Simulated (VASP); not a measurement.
A run of VASP 6.6.1:

File POSCAR:

```
BP
1.0
    0.0000000000      2.2690000000      2.2690000000
    2.2690000000      0.0000000000      2.2690000000
    2.2690000000      2.2690000000      0.0000000000
P B
1 1
Direct
    0.7500000000      0.7500000000      0.7500000000
    0.0000000000      0.0000000000      0.0000000000
```

The input INCAR.step1:

```
SYSTEM = BP
  PREC = Accurate
  ENCUT = 520
  EDIFF = 1E-5
  ISMEAR = 0
  SIGMA = 0.15
  LREAL = .False.
  LASPH = .True.
  NELM = 150
  ALGO = Normal
  ISIF = 2
  LWAVE = .True.
  LCHARG = .False.
  ISPIN = 2
  MAGMOM = 0.11 0
  LORBIT = 11
  GGA = PE
  NBANDS = 15
```

File INCAR.step2:

```
SYSTEM = BP
  PREC = Accurate
  ENCUT = 520
  EDIFF = 1E-6
  ISMEAR = 0
  SIGMA = 0.15
  LREAL = .False.
  LASPH = .True.
  NELM = 150
  ALGO = Normal
  ISIF = 2
  LWAVE = .False.
  LCHARG = .False.
  ISPIN = 2
  MAGMOM = 0.11 0
  LORBIT = 11
  GGA = PE
  LHFCALC = .True.
  AEXX = 0.25
  HFSCREEN = 0.3
  PRECFOCK = Normal
  ISTART = 1
  NBANDS = 15
```

The input KPOINTS:

```
regular mesh
0
Gamma
  5 5 5
  0 0 0
```

Potentials or basis: VASP PAW PBE potentials, release 64 (P, B).

Command:

```sh
$ cat potpaw_PBE.64/P/POTCAR potpaw_PBE.64/B/POTCAR > POTCAR
$ cp INCAR.step1 INCAR
$ mpirun -np 1 vasp_std > vasp.out
$ cp INCAR.step2 INCAR
$ mpirun -np 1 vasp_std > vasp.out
```

Hardware: 1 thread of Intel Xeon 6975P-C, with other jobs on the host.

Q: How long does it take, and how much memory?

A: It took 8.4 min on 1 thread of Intel Xeon 6975P-C (shared host), peak memory 0.25 GiB. Counts: k points 10.
